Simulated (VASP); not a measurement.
Runs of VASP 6.6.1 on Os. The structure is that of space group P6/mmm (No. 191), or close to it. The cells are those of the table. This isn't the form of Os at room conditions, which is hcp.

```csv
task,cell,k mesh,cutoff (eV),gap on the mesh (eV),pressure (GPa)
single point,"a = 4.285, b = 4.285, c = 2.693 Å, angles 90.0, 90.0, 120.0°, 3 atoms",10 × 10 × 13,520,none,0.3
single point,"a = 4.285, b = 4.285, c = 2.693 Å, angles 90.0, 90.0, 120.0°, 3 atoms",9 × 9 × 12,520,none,0.3
relaxation of cell and atoms,"relaxed from a = 4.292, b = 4.292, c = 2.631 Å, angles 90.0, 90.0, 120.0°, 3 atoms",9 × 9 × 12,600,none,0.1
single point,"a = 4.342, b = 4.342, c = 2.729 Å, angles 90.0, 90.0, 120.0°, 3 atoms",10 × 10 × 13,520,none,(a)
single point,"a = 4.227, b = 4.227, c = 2.657 Å, angles 90.0, 90.0, 120.0°, 3 atoms",10 × 10 × 13,520,none,19.0
single point,"a = 4.397, b = 4.397, c = 2.763 Å, angles 90.0, 90.0, 120.0°, 3 atoms",10 × 10 × 13,520,none,-26.1
```

Alike in all rows: level PBEsol; potentials or basis VASP PAW PBE potentials, release 64 (Os); no spin polarisation; smearing fermi-dirac 0.1 eV.

**Question.** Estimate the missing entries.

**Answer.** (a) -14.5.

Caveats: the PAW data sets were made with another functional, which shifts forces and pressure a little; spin-orbit coupling is left out, which moves the levels of the heavy elements; the cell stands under tension (at least some runs); the cell stands under pressure (at least some runs).

A k mesh can miss the band edges, and the runs leave out spin-orbit coupling on Os.

A gap of «none» marks levels without a gap at the run's occupations.
